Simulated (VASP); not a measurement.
# Li3TaO4 (I4/mmm) in VASP: a series of runs

Li3TaO4 is run at these levels: r2SCAN; tasks: single point.

Program: VASP 6.6.1. These are calculated values, not measurements. Logs are shortened: lines on timing, memory, paths and dates and some standing lists are left out, and cuts for length are marked.

**1. The cell of the first run**

It takes space group I4/mmm (No. 139, tetragonal). The conventional cell has a = 4.049 Å, b = 4.049 Å, c = 8.167 Å, α = 90.00°, β = 90.00°, γ = 90.00°. Li (site symmetry 4/mmm) has 6 O at 2.02 to 2.17 Å within 2.7 Å. Within 2.7 Å of Li (site symmetry -4m2) lie 6 O at 2.03 to 2.04 Å. Ta (site symmetry 4/mmm) has 6 O at 1.91 to 2.02 Å within 2.5 Å. O (site symmetry mmm) has 4 Li at 2.02 to 2.04 Å and 2 Ta at 2.02 Å within 2.7 Å. O (site symmetry 4mm) has 1 Ta at 1.91 Å and 5 Li at 2.03 to 2.17 Å within 2.5 Å.

**2. Single point, r2SCAN (volume scaled by 0.94, then relaxed in part)**

POSCAR reads:

```
Li3TaO4
1.0
   -2.0243853940      2.0243853940      4.0835136267
    2.0243853940     -2.0243853940      4.0835136267
    2.0243853940      2.0243853940     -4.0835136267
Li Ta O
3 1 4
Direct
    0.5000000000      0.5000000000      0.0000000000
    0.2500000000      0.7500000000      0.5000000000
    0.7500000000      0.2500000000      0.5000000000
    0.0000000000      0.0000000000      0.0000000000
    0.0000000000      0.5000000000      0.5000000000
    0.7659106311      0.7659106311      0.0000000000
    0.5000000000      0.0000000000      0.5000000000
    0.2340893689      0.2340893689      0.0000000000
```

INCAR.step1 reads:

```
PREC = Accurate
ENCUT = 520
ISMEAR = 0
SIGMA = 0.02
LREAL = F
LASPH = T
NELM = 80
NBANDS = 32
GGA = PE
ALGO = Normal
EDIFF = 1E-4
LWAVE = T
LCHARG = F
```

INCAR.step2 reads:

```
PREC = Accurate
ENCUT = 520
EDIFF = 1E-6
ISMEAR = 0
SIGMA = 0.02
LREAL = F
LASPH = T
NELM = 80
ALGO = Normal
ISIF = 2
LWAVE = F
LCHARG = F
METAGGA = R2SCAN
LMIXTAU = T
NBANDS = 32
ISTART = 1
```

KPOINTS reads:

```
regular mesh
0
Gamma
  10 10 10
```

Potentials or basis: VASP PAW PBE potentials, release 64 (Li_sv, Ta_pv, O).

The run is started by

```console
$ cat potpaw_PBE.64/Li_sv/POTCAR potpaw_PBE.64/Ta_pv/POTCAR potpaw_PBE.64/O/POTCAR > POTCAR
$ cp INCAR.step1 INCAR
$ mpirun -np 1 vasp_std > vasp.out
$ cp INCAR.step2 INCAR
$ mpirun -np 1 vasp_std > vasp.out
```

OUTCAR:

```text
PREC = Accurate
   ENCUT = 520
   EDIFF = 1E-6
   ISMEAR = 0
   LREAL = F
   LASPH = T
   NELM = 80
   ISIF = 2
   METAGGA = R2SCAN
   ISTART = 1

 ion  position               nearest neighbor table
   1  0.500  0.500  0.000-   5 2.02   7 2.02   7 2.02   5 2.02   6 2.17   8 2.17   4 2.86   4 2.86
                             4 2.86   4 2.86
   2  0.250  0.750  0.500-   6 2.03   8 2.03   6 2.03   8 2.03   7 2.04   5 2.04   4 2.88   4 2.88
                             4 2.88   4 2.88
   3  0.750  0.250  0.500-   6 2.03   8 2.03   6 2.03   8 2.03   7 2.04   5 2.04   4 2.88   4 2.88
                             4 2.88   4 2.88
   4  0.000  0.000  0.000-   6 1.91   8 1.91   7 2.02   5 2.02   5 2.02   7 2.02   1 2.86   1 2.86
                             1 2.86   1 2.86   3 2.88   2 2.88   3 2.88   2 2.88   2 2.88   2 2.88
   5  0.000  0.500  0.500-   1 2.02   4 2.02   4 2.02   1 2.02   3 2.04   2 2.04
   6  0.766  0.766  0.000-   4 1.91   3 2.03   2 2.03   3 2.03   2 2.03   1 2.17
   7  0.500  0.000  0.500-   1 2.02   4 2.02   1 2.02   4 2.02   3 2.04   2 2.04
   8  0.234  0.234  0.000-   4 1.91   2 2.03   3 2.03   2 2.03   3 2.03   1 2.17

  LATTYP: Found a body centered tetragonal cell.
 ALAT       =     4.0487707880
 C/A-ratio  =     2.0171621663

  Lattice vectors:

 A1 = (  -2.0243853940,   2.0243853940,   4.0835136267)
 A2 = (   2.0243853940,  -2.0243853940,   4.0835136267)
 A3 = (   2.0243853940,   2.0243853940,  -4.0835136267)

Analysis of symmetry for initial positions (statically):
=====================================================================
 Subroutine PRICEL returns:
 Original cell was already a primitive cell.

 Routine SETGRP: Setting up the symmetry group for a
 body centered tetragonal supercell.

 Subroutine GETGRP returns: Found 16 space group operations
 (whereof 16 operations were pure point group operations)
 out of a pool of 16 trial point group operations.

The static configuration has the point symmetry D_4h.

Analysis of symmetry for dynamics (positions and initial velocities):
=====================================================================
 Subroutine PRICEL returns:
 Original cell was already a primitive cell.

 Routine SETGRP: Setting up the symmetry group for a
 body centered tetragonal supercell.

 Subroutine GETGRP returns: Found 16 space group operations
 (whereof 16 operations were pure point group operations)
 out of a pool of 16 trial point group operations.

The dynamic configuration has the point symmetry D_4h.

 Subroutine INISYM returns: Found 16 space group operations
[... 111 lines left out ...]
   EDIFFG = 0.1E-04   stopping-criterion for IOM
   NSW    =      0    number of steps for IOM
   IBRION =     -1    ionic relax: 0-MD 1-quasi-New 2-CG
   NFREE  =      0    steps in history (QN), initial steepest desc. (CG)
   ISIF   =      2    stress and relaxation
   ISYM   =      2    0-nonsym 1-usesym 2-fastsym
   POTIM  = 0.5000    time-step for ionic-motion
   TEBEG  =    0.0;   TEEND  =   0.0 temperature during run
   PSTRESS=    0.0 pullay stress
   NELECT =      44.0000    total number of electrons
   NUPDOWN=      -1.0000    fix difference up-down
   EMIN   =  10.00;   EMAX   =-10.00  energy-range for DOS
   EFERMI =   0.00;   METHOD = LEGACY
   ISMEAR =     0;   SIGMA  =   0.02  broadening in eV -4-tet -1-fermi 0-gaus
   EFERMI_NEDOS =   21; number of points for ismear=-14 and -15
   IALGO  =     38    algorithm
   IMIX   =      4    mixing-type and parameters
     AMIX     =   0.40;   BMIX     =  1.00
     AMIX_MAG =   1.60;   BMIX_MAG =  1.00
  volume/ion in A,a.u.               =       8.37        56.47
  Fermi-wavevector in a.u.,A,eV,Ry     =   1.423417  2.689869 27.566995  2.026117
  Thomas-Fermi vector in A             =   2.544017
   LORBIT       =      0    0 simple, 1 ext, 2 COOP (PROOUT), +10 PAW based schemes
   METAGGA = R2SCAN    functional components
   LHFCALC =     F    Hartree Fock is set to
   AEXX    =    0.0000 exact exchange contribution
   IVDW    =     0    specifies the selected vdW correction
   LEPSILON=     F    determine dielectric tensor
   LRPA    =     F    only Hartree local field effects (RPA)
 non-spin polarized calculation
 Gauss-broadening in eV      SIGMA  =   0.02
  energy-cutoff  :      520.00
  volume of cell :       66.94
 maximum number of plane-waves:      1819
 NGX is ok and might be reduce to    40
   NGX = 19   NGY = 19   NGZ = 19

 number of electron      43.9999990 magnetization

 Free energy of the ion-electron system (eV)
  ---------------------------------------------------
  ext. energy  EPLUGINS =         0.00000000
  ---------------------------------------------------
  free energy    TOTEN  =      -100.97211530 eV

  energy without entropy =     -100.97211530  energy(sigma->0) =     -100.97211530

 E-fermi :   3.0777     XC(G=0): -12.0858

 val. band max:        2.9351768221   @ k =   0.5000   0.5000   0.0000
 cond. band min:       4.9366126137   @ k =   0.0000   0.0000   0.0000
 fundamental gap:      2.0014357916
 Fermi energy:         3.0776503015

 k-point     1 :       0.0000    0.0000    0.0000
  band No.  band energies     occupation
      1     -41.7944      2.00000
      2     -40.9544      2.00000
      3     -40.9192      2.00000
      4     -32.4991      2.00000
      5     -32.4991      2.00000
      6     -32.3331      2.00000
[... 829 lines left out ...]
     31      15.1492      0.00000
     32      15.5221      0.00000

 [... further k-points ...]
[... 5 lines left out ...]
  --------------------------------------------------------------------------------------
  -------------------------------------------------------------------------------------
  Total        3.4283708      3.4283708      3.6703731      0.0000000      0.0000000      0.0000000
  in kB       82.0574425     82.0574425     87.8497239      0.0000000      0.0000000      0.0000000
  external PRESSURE =      83.9882030 kB  Pullay stress =       0.0000000 kB

 VOLUME and BASIS-vectors are now :
 -----------------------------------------------------------------------------
  energy-cutoff  :      520.00
  volume of cell :       66.94
      direct lattice vectors                 reciprocal lattice vectors
    -2.024385394  2.024385394  4.083513627     0.000000000  0.246988544  0.122443573
     2.024385394 -2.024385394  4.083513627     0.246988544  0.000000000  0.122443573
     2.024385394  2.024385394 -4.083513627     0.246988544  0.246988544  0.000000000

 POSITION                                       TOTAL-FORCE (eV/Angst)
 -----------------------------------------------------------------------------------
      0.00000      0.00000      4.08351        -0.000000     -0.000000      0.000000
      2.02439     -0.00000      2.04176        -0.000000     -0.000000      0.000000
     -0.00000      2.02439      2.04176        -0.000000     -0.000000      0.000000
      0.00000      0.00000      0.00000        -0.000000     -0.000000      0.000000
      2.02439      0.00000      0.00000        -0.000000     -0.000000      0.000000
      0.00000      0.00000      6.25521        -0.000000     -0.000000     -0.184997
      0.00000      2.02439      0.00000        -0.000000     -0.000000      0.000000
      0.00000      0.00000      1.91181         0.000000      0.000000      0.184997
 -----------------------------------------------------------------------------------
    total drift:                               -0.000000      0.000000     -0.000000

  FREE ENERGIE OF THE ION-ELECTRON SYSTEM (eV)
  ---------------------------------------------------
  free  energy   TOTEN  =      -100.9721153035 eV

  energy  without entropy=     -100.9721153035  energy(sigma->0) =     -100.97211530
```

OUTCAR.step1:

```text
PREC = Accurate
   ENCUT = 520
   ISMEAR = 0
   LREAL = F
[... 1090 lines left out ...]
      2.02439      0.00000      0.00000        -0.000000     -0.000000      0.000000
      0.00000      0.00000      6.25521         0.000000      0.000000     -0.480106
      0.00000      2.02439      0.00000        -0.000000     -0.000000      0.000000
      0.00000      0.00000      1.91181        -0.000000     -0.000000      0.480106
 -----------------------------------------------------------------------------------
    total drift:                               -0.000000      0.000000     -0.000000

  FREE ENERGIE OF THE ION-ELECTRON SYSTEM (eV)
  ---------------------------------------------------
  free  energy   TOTEN  =       -56.7653660348 eV

  energy  without entropy=      -56.7653660348  energy(sigma->0) =      -56.76536603
```

Wall time 10 min (1 thread of Intel Xeon 6975P-C (Granite Rapids), shared host); peak memory 0.39 GiB.

What came out:

* Free energy: -100.9721 eV
* Largest force: 0.185 eV/Å
* Band gap on the k mesh: 2.00 eV, indirect (least direct gap 2.15 eV)

Forces on the atoms (eV/Å):
```
Li   0.000  0.000  0.000
Li   0.000  0.000  0.000
Li   0.000  0.000  0.000
Ta   0.000  0.000  0.000
O    0.000  0.000  0.000
O    0.000  0.000 -0.185
O    0.000  0.000  0.000
O    0.000  0.000  0.185
```

Levels at points of the mesh, in eV from the valence-band top:
```tsv
k point	band 20	band 21	band 22	band 23	band 24	band 25
(0.00, 0.00, 0.00)	-0.20	-0.20	-0.15	2.00	4.75	4.75
(0.50, 0.00, 0.00)	-1.09	-0.67	-0.32	4.48	4.66	5.95
(0.50, 0.50, 0.00)	-0.64	-0.27	0.00	6.07	6.07	6.13
(0.50, 0.50, 0.50)	-1.61	-1.61	-0.56	2.09	4.19	4.19
```

Caveat: the cell differs from its parent crystal (volume scaled by 0.94, then relaxed in part); the cutoff is under 1.25 times the usual one of these potentials, so pressure, stress and relaxed cells hold a basis-set (Pulay) error; the PAW data sets were made with another functional, which shifts forces and pressure a little; spin-orbit coupling is left out, which moves the levels of the heavy elements.

**3. Single point, r2SCAN (volume scaled by 0.97, then relaxed in part)**

POSCAR reads:

```
Li3TaO4
1.0
   -2.0356964050      2.0356964050      4.1671416262
    2.0356964050     -2.0356964050      4.1671416262
    2.0356964050      2.0356964050     -4.1671416262
Li Ta O
3 1 4
Direct
    0.5000000000      0.5000000000      0.0000000000
    0.2500000000      0.7500000000      0.5000000000
    0.7500000000      0.2500000000      0.5000000000
    0.0000000000      0.0000000000      0.0000000000
    0.0000000000      0.5000000000      0.5000000000
    0.7702484844      0.7702484844      0.0000000000
    0.5000000000      0.0000000000      0.5000000000
    0.2297515156      0.2297515156      0.0000000000
```

INCAR.step1 reads:

```
PREC = Accurate ; ENCUT = 520
ISMEAR = 0 ; SIGMA = 0.02
LREAL = F ; LASPH = T
NELM = 60 ; NBANDS = 32
GGA = PE ; ALGO = Normal
EDIFF = 1E-4 ; LWAVE = T
LCHARG = F
```

INCAR.step2 reads:

```
PREC = Accurate ; ENCUT = 520
EDIFF = 1E-6 ; ISMEAR = 0
SIGMA = 0.02 ; LREAL = F
LASPH = T ; NELM = 60
ALGO = Normal ; ISIF = 2
LWAVE = F ; LCHARG = F
METAGGA = R2SCAN ; LMIXTAU = T
NBANDS = 32 ; ISTART = 1
```

KPOINTS reads:

```
Automatic mesh
0
Gamma
  10 10 10
```

Potentials or basis: VASP PAW PBE potentials, release 64 (Li_sv, Ta_pv, O).

The run is started by

```console
$ cat potpaw_PBE.64/Li_sv/POTCAR potpaw_PBE.64/Ta_pv/POTCAR potpaw_PBE.64/O/POTCAR > POTCAR
$ cp INCAR.step1 INCAR
$ mpirun -np 1 vasp_std > vasp.out
$ cp INCAR.step2 INCAR
$ mpirun -np 1 vasp_std > vasp.out
```

It took 8 min on 1 thread of Intel Xeon 6975P-C (Granite Rapids), shared host; peak memory 0.39 GiB.

It converged, with:

```yaml
Free_energy: -101.0494 eV
Largest_force: 0.182 eV/Å
Band_gap_on_the_k_mesh: 2.03 eV, indirect (least direct gap 2.14 eV)
```

Forces in eV/Å, atoms in the order of the input:
```
Li   0.000  0.000  0.000
Li   0.000  0.000  0.000
Li   0.000  0.000  0.000
Ta   0.000  0.000  0.000
O    0.000  0.000  0.000
O    0.000  0.000 -0.182
O    0.000  0.000  0.000
O    0.000  0.000  0.182
```

Levels at points of the mesh, in eV from the valence-band top:
```tsv
k point	band 20	band 21	band 22	band 23	band 24	band 25
(0.00, 0.00, 0.00)	-0.19	-0.19	-0.11	2.03	4.72	4.72
(0.50, 0.00, 0.00)	-1.10	-0.60	-0.28	4.46	4.64	5.91
(0.50, 0.50, 0.00)	-0.62	-0.20	0.00	5.98	6.01	6.11
(0.50, 0.50, 0.50)	-1.59	-1.59	-0.52	2.10	4.27	4.27
```

Caveat: the cell differs from its parent crystal (volume scaled by 0.97, then relaxed in part); the cutoff is under 1.25 times the usual one of these potentials, so pressure, stress and relaxed cells hold a basis-set (Pulay) error; the PAW data sets were made with another functional, which shifts forces and pressure a little; spin-orbit coupling is left out, which moves the levels of the heavy elements. A k mesh can miss the band edges.

**4. Single point, r2SCAN**

This run uses another cell than the first one, of 8.90 Å³/atom, 1.064 times its volume.

POSCAR reads:

```
Li3TaO4
1.0
   -2.0440878288      2.0440878288      4.2608224891
    2.0440878288     -2.0440878288      4.2608224891
    2.0440878288      2.0440878288     -4.2608224891
Li Ta O
3 1 4
Direct
    0.5000000000      0.5000000000      0.0000000000
    0.2500000000      0.7500000000      0.5000000000
    0.7500000000      0.2500000000      0.5000000000
    0.0000000000      0.0000000000      0.0000000000
    0.0000000000      0.5000000000      0.5000000000
    0.7750183256      0.7750183256      0.0000000000
    0.5000000000      0.0000000000      0.5000000000
    0.2249816744      0.2249816744      0.0000000000
```

INCAR.step1 reads:

```
  ALGO = Normal
  EDIFF = 1E-4
  ENCUT = 520
  GGA = PE
  ISMEAR = 0
  LASPH = T
  LCHARG = F
  LREAL = F
  LWAVE = T
  NBANDS = 32
  NELM = 80
  PREC = Accurate
  SIGMA = 0.02
```

INCAR.step2 reads:

```
  ALGO = Normal
  EDIFF = 1E-7
  ENCUT = 520
  ISIF = 2
  ISMEAR = 0
  ISTART = 1
  LASPH = T
  LCHARG = F
  LMIXTAU = T
  LREAL = F
  LWAVE = F
  METAGGA = R2SCAN
  NBANDS = 32
  NELM = 80
  PREC = Accurate
  SIGMA = 0.02
```

KPOINTS reads:

```
k-points
0
Gamma
  10 10 10
```

The run is started by

```console
$ cat potpaw_PBE.64/Li_sv/POTCAR potpaw_PBE.64/Ta_pv/POTCAR potpaw_PBE.64/O/POTCAR > POTCAR
$ cp INCAR.step1 INCAR
$ mpirun -np 1 vasp_std > vasp.out
$ cp INCAR.step2 INCAR
$ mpirun -np 1 vasp_std > vasp.out
```

Run time: 8.4 min. Hardware: 1 thread of Intel Xeon 6975P-C (Granite Rapids), shared host; peak memory 0.39 GiB.

The run converged. Its results:

| Quantity | Value |
| --- | --- |
| Free energy | -101.0733 eV |
| Largest force | 0.184 eV/Å |
| Band gap on the k mesh | 2.06 eV, indirect (least direct gap 2.14 eV) |

Forces on the atoms (eV/Å):
```
Li   0.000  0.000  0.000
Li   0.000  0.000  0.000
Li   0.000  0.000  0.000
Ta   0.000  0.000  0.000
O    0.000  0.000  0.000
O    0.000  0.000 -0.184
O    0.000  0.000  0.000
O    0.000  0.000  0.184
```

Levels at points of the mesh, in eV from the valence-band top:
```tsv
k point	band 19	band 20	band 21	band 22	band 23	band 24	band 25	band 26
(0.00, 0.00, 0.00)	-2.07	-0.17	-0.17	-0.08	2.06	4.69	4.69	6.08
(0.50, 0.00, 0.00)	-1.15	-1.11	-0.53	-0.23	4.45	4.64	5.89	6.96
(0.50, 0.50, 0.00)	-0.94	-0.59	-0.12	-0.01	5.93	5.97	6.11	9.24
(0.50, 0.50, 0.50)	-1.70	-1.58	-1.58	-0.48	2.12	4.36	4.36	6.08
```

Caveat: the cutoff is under 1.25 times the usual one of these potentials, so pressure, stress and relaxed cells hold a basis-set (Pulay) error; the PAW data sets were made with another functional, which shifts forces and pressure a little; spin-orbit coupling is left out, which moves the levels of the heavy elements.

(Continued in part 2 of 3.)
